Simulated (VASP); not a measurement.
# Ga2WSe4 (I-4) in VASP: single point with PBE

Aim: the single point of Ga2WSe4 with PBE.

All numbers are computed with VASP 6.6.1; they aren't measurements. Logs are shortened: lines on timing, memory, paths and dates and some standing lists are left out, and cuts for length are marked.

## Step 1: The cell of the first run

Symmetry: I-4, No. 82, tetragonal system. The conventional cell has a = 5.700 Å, b = 5.700 Å, c = 10.592 Å, α = 90.00°, β = 90.00°, γ = 90.00°. Within 3.1 Å of Se (site symmetry 1) lie 2 Ga at 2.34 to 2.36 Å and 1 W at 2.60 Å. Within 3.1 Å of Ga (site symmetry -4) lie 4 Se at 2.36 Å. Ga (site symmetry -4) has 4 Se at 2.34 Å within 3.1 Å. W (site symmetry -4) has 4 Se at 2.60 Å within 3.4 Å.

## Step 2: Single point, PBE

Input file POSCAR:

```
Ga2WSe4
1.0
    0.0000000000      5.6997860000      0.0000000000
    5.6997860000      0.0000000000      0.0000000000
    2.8498930000      2.8498930000     -5.2961300000
Se Ga W
4 2 1
Direct
    0.4050000000      0.4050000000      0.7300000000
    0.5950000000      0.1350000000      0.2700000000
    0.8650000000      0.8650000000      0.7300000000
    0.1350000000      0.5950000000      0.2700000000
    0.7500000000      0.2500000000      0.5000000000
    0.5000000000      0.5000000000      0.0000000000
    0.0000000000      0.0000000000      0.0000000000
```

Input file INCAR.step1:

```
SYSTEM = Ga2WSe4
ALGO = Normal
EDIFF = 1E-6
ENCUT = 400
GGA = PE
GGA_COMPAT = .False.
ISIF = 2
ISMEAR = -1
LASPH = .True.
LCHARG = .True.
LMAXMIX = 4
LORBIT = 11
LREAL = .False.
LWAVE = .False.
NBANDS = 41
NEDOS = 2001
NELM = 120
PREC = Accurate
SIGMA = 0.0234
```

Input file KPOINTS.step1:

```
k-points
0
Gamma
  7 7 7
  0 0 0
```

Input file INCAR.step2:

```
SYSTEM = Ga2WSe4
ALGO = Normal
EDIFF = 1E-6
ENCUT = 400
GGA = PE
GGA_COMPAT = .False.
ICHARG = 11
ISIF = 2
ISMEAR = -5
LASPH = .True.
LCHARG = .False.
LMAXMIX = 4
LORBIT = 11
LREAL = .False.
LWAVE = .False.
NBANDS = 41
NEDOS = 2001
NELM = 120
PREC = Accurate
SIGMA = 0.0234
```

Input file KPOINTS.step2:

```
k-points
0
Gamma
  11 11 11
  0 0 0
```

Potentials or basis: VASP PAW PBE potentials, release 64 (Se, Ga_d, W_sv).

Launch:

```
> cat potpaw_PBE.64/Se/POTCAR potpaw_PBE.64/Ga_d/POTCAR potpaw_PBE.64/W_sv/POTCAR > POTCAR
> cp INCAR.step1 INCAR
> cp KPOINTS.step1 KPOINTS
> mpirun -np 1 vasp_std > vasp.out
> cp INCAR.step2 INCAR
> cp KPOINTS.step2 KPOINTS
> mpirun -np 1 vasp_std > vasp.out
```

OUTCAR:

```text
SYSTEM = Ga2WSe4
   EDIFF = 1E-6
   ENCUT = 400
   GGA = PE
   ICHARG = 11
   ISIF = 2
   ISMEAR = -5
   LASPH = .True.
   LORBIT = 11
   LREAL = .False.
   NELM = 120
   PREC = Accurate

 ion  position               nearest neighbor table
   1  0.405  0.405  0.730-   6 2.34   5 2.36   7 2.60
   2  0.595  0.135  0.270-   6 2.34   5 2.36   7 2.60
   3  0.865  0.865  0.730-   6 2.34   5 2.36   7 2.60
   4  0.135  0.595  0.270-   6 2.34   5 2.36   7 2.60
   5  0.750  0.250  0.500-   1 2.36   2 2.36   3 2.36   4 2.36
   6  0.500  0.500  0.000-   1 2.34   2 2.34   3 2.34   4 2.34
   7  0.000  0.000  0.000-   1 2.60   2 2.60   3 2.60   4 2.60

  LATTYP: Found a body centered tetragonal cell.
 ALAT       =     5.6997860000
 C/A-ratio  =     1.8583609981

  Lattice vectors:

 A1 = (  -2.8498930000,   2.8498930000,   5.2961300000)
 A2 = (   2.8498930000,  -2.8498930000,   5.2961300000)
 A3 = (   2.8498930000,   2.8498930000,  -5.2961300000)

Analysis of symmetry for initial positions (statically):
=====================================================================
 Subroutine PRICEL returns:
 Original cell was already a primitive cell.

 Routine SETGRP: Setting up the symmetry group for a
 body centered tetragonal supercell.

 Subroutine GETGRP returns: Found  4 space group operations
 (whereof  4 operations were pure point group operations)
 out of a pool of 16 trial point group operations.

The static configuration has the point symmetry S_4 .

Analysis of symmetry for dynamics (positions and initial velocities):
=====================================================================
 Subroutine PRICEL returns:
 Original cell was already a primitive cell.

 Routine SETGRP: Setting up the symmetry group for a
 body centered tetragonal supercell.

 Subroutine GETGRP returns: Found  4 space group operations
 (whereof  4 operations were pure point group operations)
 out of a pool of 16 trial point group operations.

The dynamic configuration has the point symmetry S_4 .

 Subroutine INISYM returns: Found  4 space group operations
 (whereof  4 operations are pure point group operations),
 and found     1 'primitive' translations

----------------------------------------------------------------------------------------

                                     Primitive cell

  volume of cell :     172.0583

  direct lattice vectors                    reciprocal lattice vectors
     0.000000000  5.699786000  0.000000000     0.000000000  0.175445183  0.094408559
     5.699786000  0.000000000  0.000000000     0.175445183  0.000000000  0.094408559
     2.849893000  2.849893000 -5.296130000     0.000000000  0.000000000 -0.188817117

  length of vectors
     5.699786000  5.699786000  6.655281602     0.199233502  0.199233502  0.188817117

  position of ions in fractional coordinates (direct lattice)
     0.405000000  0.405000000  0.730000000
     0.595000000  0.135000000  0.270000000
     0.865000000  0.865000000  0.730000000
     0.135000000  0.595000000  0.270000000
     0.750000000  0.250000000  0.500000000
     0.500000000  0.500000000  0.000000000
     0.000000000  0.000000000  0.000000000

  ion indices of the primitive-cell ions
   primitive index   ion index
                 1           1
                 2           2
                 3           3
                 4           4
                 5           5
                 6           6
                 7           7

----------------------------------------------------------------------------------------

 KPOINTS: k-points

Automatic generation of k-mesh.
 Grid dimensions read from file:
 generate k-points for:   11   11   11

 Generating k-lattice:

  Cartesian coordinates                     Fractional coordinates (reciprocal lattice)
     0.000000000  0.015949562  0.008582596     0.090909091  0.000000000  0.000000000
     0.015949562  0.000000000  0.008582596     0.000000000  0.090909091  0.000000000
     0.000000000  0.000000000 -0.017165192     0.000000000  0.000000000  0.090909091

  Length of vectors
     0.018112137  0.018112137  0.017165192

  Shift w.r.t. Gamma in fractional coordinates (k-lattice)
     0.000000000  0.000000000  0.000000000

 TETIRR: Found   3285 inequivalent tetrahedra from     7986

 Subroutine IBZKPT returns following result:
 ===========================================

 Found    186 irreducible k-points:

 Following reciprocal coordinates:
            Coordinates               Weight
  0.000000  0.000000  0.000000      1.000000
  0.090909  0.000000 -0.000000      8.000000
  0.181818  0.000000 -0.000000      8.000000
  0.272727  0.000000  0.000000      8.000000
  0.363636  0.000000 -0.000000      8.000000
  0.454545  0.000000 -0.000000      8.000000
[... 16 lines left out ...]
 -0.090909  0.181818 -0.000000      8.000000
 -0.090909  0.090909  0.000000      4.000000
 [... further k-points ...]
   k-points           NKPTS =    186   k-points in BZ     NKDIM =    186   number of bands    NBANDS=     41
   number of dos      NEDOS =   2001   number of ions     NIONS =      7
   total plane-waves  NPLWV =  76800
   dimension x,y,z NGX =    40 NGY =   40 NGZ =   48
   dimension x,y,z NGXF=    80 NGYF=   80 NGZF=   96
   ions per type =               4   2   1
   NGX,Y,Z   is equivalent  to a cutoff of  11.67, 11.67, 11.99 a.u.
   NGXF,Y,Z  is equivalent  to a cutoff of  23.33, 23.33, 23.98 a.u.
 SYSTEM =  Ga2WSe4
   PREC   = accura    normal or accurate (medium, high low for compatibility)
   ISTART =      0    job   : 0-new  1-cont  2-samecut
   ICHARG =     11    charge: 1-file 2-atom 10-const
   ISPIN  =      1    spin polarized calculation?
   LNONCOLLINEAR =      F non collinear calculations
   LSORBIT =      F    spin-orbit coupling
   LASPH  =      T    aspherical Exc in radial PAW
   ENCUT  =  400.0 eV  29.40 Ry    5.42 a.u.   9.29  9.29 10.85*2*pi/ulx,y,z
   NELM   =    120;   NELMIN=  2; NELMDL=  0     # of ELM steps
   EDIFF  = 0.1E-05   stopping-criterion for ELM
   LREAL  =      F    real-space projection
   EDIFFG = 0.1E-04   stopping-criterion for IOM
   NSW    =      0    number of steps for IOM
   IBRION =     -1    ionic relax: 0-MD 1-quasi-New 2-CG
   NFREE  =      0    steps in history (QN), initial steepest desc. (CG)
   ISIF   =      2    stress and relaxation
   ISYM   =      2    0-nonsym 1-usesym 2-fastsym
   POTIM  = 0.5000    time-step for ionic-motion
   TEBEG  =    0.0;   TEEND  =   0.0 temperature during run
   PSTRESS=    0.0 pullay stress
   NELECT =      64.0000    total number of electrons
   NUPDOWN=      -1.0000    fix difference up-down
   EMIN   =  10.00;   EMAX   =-10.00  energy-range for DOS
   EFERMI =   0.00;   METHOD = LEGACY
   ISMEAR =    -5;   SIGMA  =   0.02  broadening in eV -4-tet -1-fermi 0-gaus
   EFERMI_NEDOS =   21; number of points for ismear=-14 and -15
   IALGO  =     38    algorithm
   IMIX   =      4    mixing-type and parameters
     AMIX     =   0.40;   BMIX     =  1.00
     AMIX_MAG =   1.60;   BMIX_MAG =  1.00
  volume/ion in A,a.u.               =      24.58       165.87
  Fermi-wavevector in a.u.,A,eV,Ry     =   1.177361  2.224889 18.860103  1.386178
  Thomas-Fermi vector in A             =   2.313709
   LORBIT       =     11    0 simple, 1 ext, 2 COOP (PROOUT), +10 PAW based schemes
   GGA     = PE    functional components
   LHFCALC =     F    Hartree Fock is set to
   AEXX    =    0.0000 exact exchange contribution
   IVDW    =     0    specifies the selected vdW correction
   LEPSILON=     F    determine dielectric tensor
   LRPA    =     F    only Hartree local field effects (RPA)
 non-spin polarized calculation
 Fermi weights with tetrahedron method with Bloechl corrections
  energy-cutoff  :      400.00
  volume of cell :      172.06
 maximum number of plane-waves:      3158
 NGX is ok and might be reduce to    40

 number of electron      64.0000007 magnetization

 Free energy of the ion-electron system (eV)
  ---------------------------------------------------
  ext. energy  EPLUGINS =         0.00000000
  ---------------------------------------------------
  free energy    TOTEN  =       -32.00779271 eV

  energy without entropy =      -32.00779271  energy(sigma->0) =      -32.00779271

 E-fermi :   4.6078     XC(G=0):  -9.4516

 val. band max:        4.6363887803   @ k =  -0.0909   0.0000   0.0909
 cond. band min:       4.5919119787   @ k =   0.1818   0.0909  -0.2727
 fundamental gap:     -0.0444768017
 Fermi energy:         4.6077952841

 k-point     1 :       0.0000    0.0000    0.0000
  band No.  band energies     occupation
      1     -69.8077      2.00000
      2     -34.0481      2.00000
      3     -34.0481      2.00000
      4     -33.9562      2.00000
      5     -11.6094      2.00000
      6     -11.6094      2.00000
[... 33 lines left out ...]
     40       8.4428      0.00000
     41       8.9582      0.00000

 k-point     2 :       0.0909    0.0000   -0.0000
  band No.  band energies     occupation
      1     -69.8077      2.00000
      2     -34.0481      2.00000
      3     -34.0481      2.00000
      4     -33.9562      2.00000
      5     -11.6116      2.00000
      6     -11.6099      2.00000
[... 957 lines left out ...]
     40       8.6731      0.00000
     41       9.0712      0.00000

 k-point    24 :      -0.0909    0.0909    0.0000
  band No.  band energies     occupation
      1     -69.8077      2.00000
      2     -34.0481      2.00000
      3     -34.0481      2.00000
      4     -33.9562      2.00000
      5     -11.6147      2.00000
      6     -11.6081      2.00000
[... 33 lines left out ...]
     40       8.5055      0.00000
     41       9.1099      0.00000

 [... further k-points ...]

------------------------ aborting loop because EDIFF is reached ----------------------------------------

  FORCE on cell =-STRESS in cart. coord.  units (eV):
  Direction    XX          YY          ZZ          XY          YZ          ZX
  --------------------------------------------------------------------------------------
  -------------------------------------------------------------------------------------
  Total        3.5350522      3.5350522      4.1888964      0.0000012      0.0000000      0.0000000
  in kB       32.9177906     32.9177906     39.0062733      0.0000111      0.0000000      0.0000000
  external PRESSURE =      34.9472849 kB  Pullay stress =       0.0000000 kB

 VOLUME and BASIS-vectors are now :
 -----------------------------------------------------------------------------
  energy-cutoff  :      400.00
  volume of cell :      172.06
      direct lattice vectors                 reciprocal lattice vectors
     0.000000000  5.699786000  0.000000000     0.000000000  0.175445183  0.094408559
     5.699786000  0.000000000  0.000000000     0.175445183  0.000000000  0.094408559
     2.849893000  2.849893000 -5.296130000     0.000000000  0.000000000 -0.188817117

 POSITION                                       TOTAL-FORCE (eV/Angst)
 -----------------------------------------------------------------------------------
      4.38884      4.38884     -3.86617        -0.796581     -2.105917     -0.468254
      1.53894      4.16084     -1.42996        -2.105917      0.796581      0.468254
      7.01074      7.01074     -3.86617         0.796581      2.105917     -0.468254
      4.16084      1.53894     -1.42996         2.105917     -0.796581      0.468254
      2.84989      5.69979     -2.64806        -0.000000     -0.000000      0.000000
      2.84989      2.84989      0.00000        -0.000000     -0.000000      0.000000
      0.00000      0.00000      0.00000        -0.000000     -0.000000      0.000000
 -----------------------------------------------------------------------------------
    total drift:                                0.000008      0.000004      0.000007

  FREE ENERGIE OF THE ION-ELECTRON SYSTEM (eV)
  ---------------------------------------------------
  free  energy   TOTEN  =       -32.0077927073 eV

  energy  without entropy=      -32.0077927073  energy(sigma->0) =      -32.00779271

 total charge

# of ion       s       p       d       tot
------------------------------------------
    1        1.459   2.378   0.053   3.890
    2        1.459   2.378   0.053   3.890
    3        1.459   2.378   0.053   3.890
    4        1.459   2.378   0.053   3.890
    5        0.912   0.807  10.044  11.763
    6        0.905   0.839  10.049  11.792
    7        2.287   6.107   3.400  11.795
--------------------------------------------------
tot          9.939  17.266  23.705  50.911
```

It took 12 min on 1 thread of Intel Xeon Platinum 8559C (Emerald Rapids), shared host; peak memory 0.82 GiB.

Results:

```
Valence electrons inside the program's atomic spheres : Se 3.89; Ga 11.76, 11.79; W 11.79
```

Caveat: spin-orbit coupling is left out, which moves the levels of the heavy elements; tetrahedron occupations give inexact forces and stress in metals.
